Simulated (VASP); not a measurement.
# Al32O (a cell with a defect) in VASP: single point with PBEsol

Aim: the single point of Al32O (a cell with a defect) with PBEsol.

All numbers are computed with VASP 6.6.1; they aren't measurements. Logs are shortened: lines on timing, memory, paths and dates and some standing lists are left out, and cuts for length are marked.

## Step 1: The cell of the first run

The cell holds a defect, 33 atoms: a = 8.100 Å, b = 8.100 Å, c = 8.100 Å, α = 90.00°, β = 90.00°, γ = 90.00°.

## Step 2: Single point, PBEsol

INCAR

```
PREC     = Accurate       # precision mode
ENCUT    = 520            # plane-wave cutoff, eV
EDIFF    = 1E-6           # SCF threshold, eV
ISMEAR   = -1             # smearing method
SIGMA    = 0.15           # smearing width, eV
LREAL    = Auto         
LASPH    = T              # aspherical terms in the spheres
NELM     = 80             # most SCF steps
ALGO     = Normal         # electronic algorithm
ISIF     = 2              # what is computed and relaxed
LWAVE    = F              # write WAVECAR
LCHARG   = T              # write CHGCAR
GGA      = PS             # functional
LELF     = T              # ELF
LVHAR    = T            
NBANDS   = 73             # bands
```

KPOINTS

```
Automatic mesh
0
Gamma
  2 2 2
```

POSCAR

```
Al32O
1.0
    8.1000000000      0.0000000000      0.0000000000
    0.0000000000      8.1000000000      0.0000000000
    0.0000000000      0.0000000000      8.1000000000
Al O
32 1
Direct
    0.5043779012      0.0020617284      0.0010087654
    0.7469993827      0.2465577778     -0.0016093827
    0.7512097531      0.0017730864      0.2486520988
   -0.0002487654     -0.0009327160      0.0001200000
    0.2551590123      0.2410898765      0.0051335802
    0.5039448148      0.5002861728      0.0029285185
    0.7474890123      0.7539570370     -0.0010658025
    0.2510318519      0.0020612346      0.2543539506
    0.5020302469      0.2481145679      0.2520059259
    0.7405477778      0.5023249383      0.2593220988
    0.4986746914      0.0017717284      0.5011872840
    0.7478632099      0.2481092593      0.4978395062
    0.7455208642      0.0020543210      0.7488445679
   -0.0254997531      0.4939779012      0.0254262963
    0.2533087654      0.7507590123      0.0032866667
    0.0014788889      0.2465348148      0.2528781481
    0.2529507407      0.5002839506      0.2539229630
    0.5024011111      0.7543819753      0.2523796296
   -0.0011327160      0.0020540741      0.4954970370
    0.2484138272      0.2465530864      0.4969735802
    0.5093437037      0.5023239506      0.4905265432
    0.7474955556      0.7543801235      0.4974744444
    0.2501425926     -0.0009382716      0.7497287654
    0.5029025926      0.2465307407      0.7514562963
    0.7459301235      0.5002750617      0.7469238272
    0.0009422222      0.7539738272      0.2523803704
   -0.0030545679      0.5002783951      0.4959076543
    0.2489582716      0.7539528395      0.4974685185
   -0.0052607407      0.2410938272      0.7447124691
    0.2754460494      0.4939730864      0.7244786420
    0.5024009877      0.7539690123      0.7509182716
   -0.0034079012      0.7507304938      0.7465701235
    0.1248823457      0.5684208642      0.8748614815
```

Potentials or basis: VASP PAW PBE potentials, release 64 (Al, O).

Run with:

```bash
$ cat potpaw_PBE.64/Al/POTCAR potpaw_PBE.64/O/POTCAR > POTCAR
$ mpirun -np 1 vasp_std > vasp.out
```

OUTCAR:

```text
PREC = Accurate
   ENCUT = 520
   EDIFF = 1E-6
   ISMEAR = -1
   LREAL = Auto
   LASPH = T
   NELM = 80
   ISIF = 2
   GGA = PS

 ion  position               nearest neighbor table
   1  0.504  0.002  0.001-   2 2.79   5 2.80   7 2.81  13 2.83  24 2.83   3 2.83   9 2.85  31 2.85
                            18 2.86  15 2.88  23 2.90   8 2.90
   2  0.747  0.247  0.998-  14 2.73   1 2.79  24 2.81  13 2.83   3 2.84   6 2.85   9 2.86   4 2.87
                            29 2.87  25 2.89  16 2.92  10 2.96
   3  0.751  0.002  0.249-   1 2.83  19 2.83  16 2.84   2 2.84   9 2.84  12 2.84  18 2.84  22 2.84
                             4 2.85  26 2.85   7 2.85  11 2.89
   4  1.000  0.999  0.000-   3 2.85  26 2.85   7 2.85   5 2.85  29 2.85  16 2.87   2 2.87  23 2.87
                            15 2.87  32 2.87  13 2.90   8 2.90
   5  0.255  0.241  0.005-   1 2.80   8 2.80   9 2.83   4 2.85  23 2.85  24 2.87  16 2.87   6 2.91
                            17 2.91  29 2.98  30 3.06  14 3.06
   6  0.504  0.500  0.003-  10 2.83   2 2.85   7 2.85  25 2.85  15 2.87   9 2.87  17 2.88  18 2.88
                            24 2.89  31 2.90   5 2.91  30 2.92
   7  0.747  0.754  0.999-  14 2.80   1 2.81  31 2.82   6 2.85   4 2.85   3 2.85  13 2.85  18 2.86
                            32 2.87  25 2.90  26 2.90  10 2.93
   8  0.251  0.002  0.254-  20 2.79   5 2.80  28 2.81  19 2.83  16 2.83  11 2.83   9 2.85  26 2.85
                            18 2.86  15 2.88   4 2.90   1 2.90
   9  0.502  0.248  0.252-  12 2.82  10 2.82  21 2.82   5 2.83   3 2.84  11 2.84   1 2.85   8 2.85
                            20 2.86   2 2.86  17 2.87   6 2.87
  10  0.741  0.502  0.259-  21 2.65  14 2.68  18 2.81  22 2.81   9 2.82  12 2.82  27 2.83   6 2.83
                             7 2.93  26 2.93   2 2.96  16 2.96
  11  0.499  0.002  0.501-   8 2.83  13 2.83  24 2.84  20 2.84   9 2.84  12 2.84  18 2.84  22 2.84
                            23 2.85  31 2.85  28 2.85   3 2.89
  12  0.748  0.248  0.498-   9 2.82  10 2.82  21 2.82  29 2.83   3 2.84  11 2.84  19 2.85  13 2.85
                            16 2.86  24 2.86  25 2.87  27 2.87
  13  0.746  0.002  0.749-  24 2.79  29 2.80  31 2.81   1 2.83   2 2.83  11 2.83  12 2.85   7 2.85
                            22 2.86  32 2.88   4 2.90  19 2.90
  14  0.975  0.494  0.025-  33 1.83  10 2.68  16 2.73   2 2.73  26 2.80   7 2.80  17 2.92  25 2.92
                             5 3.06  29 3.06  15 3.08  32 3.08
  15  0.253  0.751  0.003-  33 2.08  18 2.85   6 2.87  17 2.87  26 2.87  31 2.87  23 2.87   4 2.87
                             8 2.88   1 2.88  32 2.94  14 3.08  30 3.08
  16  0.001  0.247  0.253-  14 2.73  19 2.79  20 2.81   8 2.83   3 2.84  27 2.85  12 2.86   4 2.87
                             5 2.87  17 2.89   2 2.92  10 2.96
  17  0.253  0.500  0.254-  21 2.83  20 2.85  28 2.85  27 2.85  15 2.87   9 2.87   6 2.88  18 2.88
                            16 2.89  26 2.90   5 2.91  14 2.92
  18  0.502  0.754  0.252-  22 2.81  10 2.81  21 2.81  11 2.84   3 2.84  15 2.85  28 2.86   7 2.86
                             8 2.86   1 2.86   6 2.88  17 2.88
  19  0.999  0.002  0.495-  16 2.79  29 2.80  26 2.81   8 2.83  20 2.83   3 2.83  12 2.85  28 2.85
                            22 2.86  32 2.88  23 2.90  13 2.90
  20  0.248  0.247  0.497-  30 2.73   8 2.79  16 2.81  19 2.83  11 2.84  17 2.85   9 2.86  23 2.87
                            29 2.87  27 2.89  24 2.92  21 2.96
  21  0.509  0.502  0.491-  10 2.65  30 2.68  18 2.81  22 2.81   9 2.82  12 2.82  25 2.83  17 2.83
                            28 2.93  31 2.93  20 2.96  24 2.96
  22  0.747  0.754  0.497-  18 2.81  10 2.81  21 2.81  11 2.84   3 2.84  32 2.85  31 2.86  26 2.86
                            13 2.86  19 2.86  27 2.88  25 2.88
  23  0.250  0.999  0.750-  11 2.85  31 2.85  28 2.85   5 2.85  29 2.85  24 2.87  20 2.87   4 2.87
                            15 2.87  32 2.87  19 2.90   1 2.90
  24  0.503  0.247  0.751-  30 2.73  13 2.79   2 2.81   1 2.83  11 2.84  25 2.85  12 2.86  23 2.87
                             5 2.87   6 2.89  20 2.92  21 2.96
  25  0.746  0.500  0.747-  21 2.83  24 2.85  31 2.85   6 2.85  32 2.87  12 2.87  27 2.88  22 2.88
                             2 2.89   7 2.90  29 2.91  14 2.92
  26  0.001  0.754  0.252-  14 2.80  19 2.81  28 2.82  27 2.85   4 2.85   3 2.85   8 2.85  22 2.86
                            15 2.87  17 2.90   7 2.90  10 2.93
  27  0.997  0.500  0.496-  10 2.83  16 2.85  26 2.85  17 2.85  32 2.87  12 2.87  25 2.88  22 2.88
                            20 2.89  28 2.90  29 2.91  30 2.92
  28  0.249  0.754  0.497-  30 2.80   8 2.81  26 2.82  17 2.85  23 2.85  11 2.85  19 2.85  18 2.86
                            32 2.87  27 2.90  31 2.90  21 2.93
  29  0.995  0.241  0.745-  19 2.80  13 2.80  12 2.83   4 2.85  23 2.85  20 2.87   2 2.87  27 2.91
                            25 2.91   5 2.98  30 3.06  14 3.06
  30  0.275  0.494  0.724-  33 1.83  21 2.68  24 2.73  20 2.73  31 2.80  28 2.80   6 2.92  27 2.92
                             5 3.06  29 3.06  15 3.08  32 3.08
  31  0.502  0.754  0.751-  30 2.80  13 2.81   7 2.82  25 2.85  23 2.85  11 2.85   1 2.85  22 2.86
                            15 2.87   6 2.90  28 2.90  21 2.93
  32  0.997  0.751  0.747-  33 2.08  22 2.85  27 2.87  25 2.87   7 2.87  28 2.87  23 2.87   4 2.87
                            13 2.88  19 2.88  15 2.94  14 3.08  30 3.08
  33  0.125  0.568  0.875-  14 1.83  30 1.83  32 2.08  15 2.08

  LATTYP: Found a simple cubic cell.
 ALAT       =     8.1000000000

  Lattice vectors:

 A1 = (   8.1000000000,   0.0000000000,   0.0000000000)
[... 145 lines left out ...]

 Found      6 irreducible k-points:

 Following reciprocal coordinates:
            Coordinates               Weight
  0.000000  0.000000  0.000000      1.000000
  0.500000  0.000000  0.000000      2.000000
  0.000000  0.500000  0.000000      1.000000
  0.500000  0.500000  0.000000      2.000000
  0.500000  0.000000  0.500000      1.000000
  0.500000  0.500000  0.500000      1.000000
   k-points           NKPTS =      6   k-points in BZ     NKDIM =      6   number of bands    NBANDS=     73
   number of dos      NEDOS =    301   number of ions     NIONS =     33
   total plane-waves  NPLWV = 216000
   dimension x,y,z NGX =    60 NGY =   60 NGZ =   60
   dimension x,y,z NGXF=   120 NGYF=  120 NGZF=  120
   ions per type =              32   1
   NGX,Y,Z   is equivalent  to a cutoff of  12.31, 12.31, 12.31 a.u.
   NGXF,Y,Z  is equivalent  to a cutoff of  24.63, 24.63, 24.63 a.u.
 SYSTEM =  unknown system
   PREC   = accura    normal or accurate (medium, high low for compatibility)
   ISTART =      0    job   : 0-new  1-cont  2-samecut
   ICHARG =      2    charge: 1-file 2-atom 10-const
   ISPIN  =      1    spin polarized calculation?
   LNONCOLLINEAR =      F non collinear calculations
   LSORBIT =      F    spin-orbit coupling
   LASPH  =      T    aspherical Exc in radial PAW
   ENCUT  =  520.0 eV  38.22 Ry    6.18 a.u.  15.06 15.06 15.06*2*pi/ulx,y,z
   NELM   =     80;   NELMIN=  2; NELMDL= -5     # of ELM steps
   EDIFF  = 0.1E-05   stopping-criterion for ELM
   LREAL  =      T    real-space projection
   EDIFFG = 0.1E-04   stopping-criterion for IOM
   NSW    =      0    number of steps for IOM
   IBRION =     -1    ionic relax: 0-MD 1-quasi-New 2-CG
   NFREE  =      0    steps in history (QN), initial steepest desc. (CG)
   ISIF   =      2    stress and relaxation
   ISYM   =      2    0-nonsym 1-usesym 2-fastsym
   POTIM  = 0.5000    time-step for ionic-motion
   TEBEG  =    0.0;   TEEND  =   0.0 temperature during run
   PSTRESS=    0.0 pullay stress
   NELECT =     102.0000    total number of electrons
   NUPDOWN=      -1.0000    fix difference up-down
   EMIN   =  10.00;   EMAX   =-10.00  energy-range for DOS
   EFERMI =   0.00;   METHOD = LEGACY
   ISMEAR =    -1;   SIGMA  =   0.15  broadening in eV -4-tet -1-fermi 0-gaus
   EFERMI_NEDOS =   21; number of points for ismear=-14 and -15
   IALGO  =     38    algorithm
   IMIX   =      4    mixing-type and parameters
     AMIX     =   0.40;   BMIX     =  1.00
     AMIX_MAG =   1.60;   BMIX_MAG =  1.00
  volume/ion in A,a.u.               =      16.10       108.68
  Fermi-wavevector in a.u.,A,eV,Ry     =   0.944329  1.784523 12.133087  0.891757
  Thomas-Fermi vector in A             =   2.072123
   LORBIT       =      0    0 simple, 1 ext, 2 COOP (PROOUT), +10 PAW based schemes
   GGA     = PS    functional components
   LHFCALC =     F    Hartree Fock is set to
   AEXX    =    0.0000 exact exchange contribution
   IVDW    =     0    specifies the selected vdW correction
   LEPSILON=     F    determine dielectric tensor
   LRPA    =     F    only Hartree local field effects (RPA)
 non-spin polarized calculation
  energy-cutoff  :      520.00
  volume of cell :      531.44
 maximum number of plane-waves:     14400
   NGX = 31   NGY = 31   NGZ = 31

 number of electron     101.9999994 magnetization

 Free energy of the ion-electron system (eV)
  ---------------------------------------------------
  ext. energy  EPLUGINS =         0.00000000
  ---------------------------------------------------
  free energy    TOTEN  =      -139.74076439 eV

  energy without entropy =     -138.77057238  energy(sigma->0) =     -139.25566838

 E-fermi :   7.7464     XC(G=0): -10.3006

 val. band max:        7.7294769841   @ k =   0.5000   0.0000   0.0000
 cond. band min:       7.7627504813   @ k =   0.5000   0.0000   0.5000
 fundamental gap:      0.0332734972
 Fermi energy:         7.7463692855

 k-point     1 :       0.0000    0.0000    0.0000
  band No.  band energies     occupation
      1     -12.9536      2.00000
      2      -3.0214      2.00000
      3      -1.3465      2.00000
      4      -1.0852      2.00000
      5      -1.0375      2.00000
      6      -0.9294      2.00000
[... 385 lines left out ...]
     62      11.2411      0.00000
     63      11.3075      0.00000
 [bands above 63 left out]

------------------------ aborting loop because EDIFF is reached ----------------------------------------

  FORCE on cell =-STRESS in cart. coord.  units (eV):
  Direction    XX          YY          ZZ          XY          YZ          ZX
  --------------------------------------------------------------------------------------
  -------------------------------------------------------------------------------------
  Total       -1.4568150     -3.2523038     -1.4568150      0.0001528      0.0001528     -0.2784851
  in kB       -4.3919757     -9.8049783     -4.3919757      0.0004607      0.0004605     -0.8395710
  external PRESSURE =      -6.1963099 kB  Pullay stress =       0.0000000 kB

 VOLUME and BASIS-vectors are now :
 -----------------------------------------------------------------------------
  energy-cutoff  :      520.00
  volume of cell :      531.44
      direct lattice vectors                 reciprocal lattice vectors
     8.100000000  0.000000000  0.000000000     0.123456790  0.000000000  0.000000000
     0.000000000  8.100000000  0.000000000     0.000000000  0.123456790  0.000000000
     0.000000000  0.000000000  8.100000000     0.000000000  0.000000000  0.123456790

 POSITION                                       TOTAL-FORCE (eV/Angst)
 -----------------------------------------------------------------------------------
      4.08546      0.01670      0.00817        -0.014447      0.011726     -0.017578
      6.05069      1.99712      8.08696        -0.024346     -0.048377     -0.003325
      6.08480      0.01436      2.01408        -0.005688     -0.003737      0.005717
      8.09799      8.09245      0.00097         0.010894     -0.074838     -0.012143
      2.06679      1.95283      0.04158        -0.038465     -0.059575     -0.038465
      4.08195      4.05232      0.02372         0.021638     -0.047247      0.006380
[... 25 lines left out ...]
      8.07240      6.08092      6.04722         0.035715     -0.178591      0.035715
      1.01155      4.60421      7.08638         0.000794      1.648234      0.000794
 -----------------------------------------------------------------------------------
    total drift:                                0.007185     -0.009062     -0.005030

  FREE ENERGIE OF THE ION-ELECTRON SYSTEM (eV)
  ---------------------------------------------------
  free  energy   TOTEN  =      -139.7407643930 eV

  energy  without entropy=     -138.7705723759  energy(sigma->0) =     -139.25566838
```

It took 5.8 min on 1 thread of Intel Xeon 6975P-C (Granite Rapids), shared host; peak memory 0.54 GiB.

What came out:

- Free energy: -139.7408 eV
- Pressure: -0.6 GPa
- Largest force: 1.648 eV/Å
- Band gap on the k mesh: zero (bands 51 and 52 overlap by 0.89 eV)

Forces on the atoms (eV/Å):
```
Al  -0.014  0.012 -0.018
Al  -0.024 -0.048 -0.003
Al  -0.006 -0.004  0.006
Al   0.011 -0.075 -0.012
Al  -0.038 -0.060 -0.038
Al   0.022 -0.047  0.006
Al  -0.012 -0.047  0.015
Al  -0.018  0.012 -0.014
Al  -0.001 -0.024 -0.001
Al   0.052  0.008 -0.053
Al   0.006 -0.004 -0.006
Al   0.001 -0.024  0.001
Al   0.015  0.011  0.016
Al   0.121 -0.211 -0.122
Al  -0.036 -0.178 -0.036
Al   0.004 -0.048  0.025
Al   0.006 -0.047  0.022
Al   0.020 -0.017  0.020
Al   0.016  0.011  0.015
Al  -0.003 -0.048 -0.024
Al  -0.053  0.008  0.052
Al  -0.019 -0.017 -0.019
Al  -0.012 -0.075  0.011
Al   0.025 -0.048  0.004
Al  -0.020 -0.047 -0.006
Al  -0.016 -0.047  0.012
Al  -0.006 -0.047 -0.020
Al   0.015 -0.047 -0.012
Al   0.038 -0.060  0.038
Al  -0.122 -0.211  0.121
Al   0.012 -0.047 -0.016
Al   0.036 -0.179  0.036
O    0.001  1.648  0.001
```

Stress tensor (GPa, compression positive):
```
-0.44  0.00 -0.08
 0.00 -0.98  0.00
-0.08  0.00 -0.44
```

Caveat: the k points lie up to 0.39 Å⁻¹ apart, too coarse for converged energies and pressures of a metal; the PAW data sets were made with another functional, which shifts forces and pressure a little.

The gap in the log of VASP goes by the Fermi energy; the results here count the filled bands.